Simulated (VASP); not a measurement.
A run of VASP 6.6.1 is set up as follows.

File POSCAR:

```
Cd
1.0
    3.2871350000      0.0000000000      0.0000000000
   -1.6435680000      2.8467470000      0.0000000000
    0.0000000000      0.0000000000      5.1539800000
Cd
2
Direct
    0.3333300000      0.6666700000      0.2500000000
    0.6666600000      0.3333300000      0.7500000000
```

The input INCAR.step1:

```
SYSTEM = Cd
ALGO = Normal
EDIFF = 1E-4
ENCUT = 520
GGA = PE
ISMEAR = 1
LASPH = .True.
LCHARG = .False.
LREAL = .False.
LWAVE = .True.
NBANDS = 19
NELM = 80
PREC = Accurate
SIGMA = 0.2586
```

INCAR.step2

```
SYSTEM = Cd
ALGO = Normal
EDIFF = 1E-6
ENCUT = 520
ISIF = 2
ISMEAR = 1
ISTART = 1
LASPH = .True.
LCHARG = .True.
LELF = .True.
LMIXTAU = .True.
LREAL = .False.
LVHAR = .True.
LWAVE = .False.
METAGGA = R2SCAN
NBANDS = 19
NELM = 80
PREC = Accurate
SIGMA = 0.2586
```

File KPOINTS:

```
k-points
0
Gamma
  6 6 4
  0 0 0
```

Potentials or basis: VASP PAW PBE potentials, release 64 (Cd).

Command:

```sh
$ cat potpaw_PBE.64/Cd/POTCAR > POTCAR
$ cp INCAR.step1 INCAR
$ mpirun -np 1 vasp_std > vasp.out
$ cp INCAR.step2 INCAR
$ mpirun -np 1 vasp_std > vasp.out
```

(1) Predict the band gap on the k mesh.

(2) Estimate the pressure.

## Answers

(1) zero (band 12 reaches 2.95 eV, above the bottom of band 13 at 1.14 eV).

(2) -4.6 GPa.

Caveat: the k points lie up to 0.37 Å⁻¹ apart; the PAW data sets were made with another functional, which shifts forces and pressure a little.
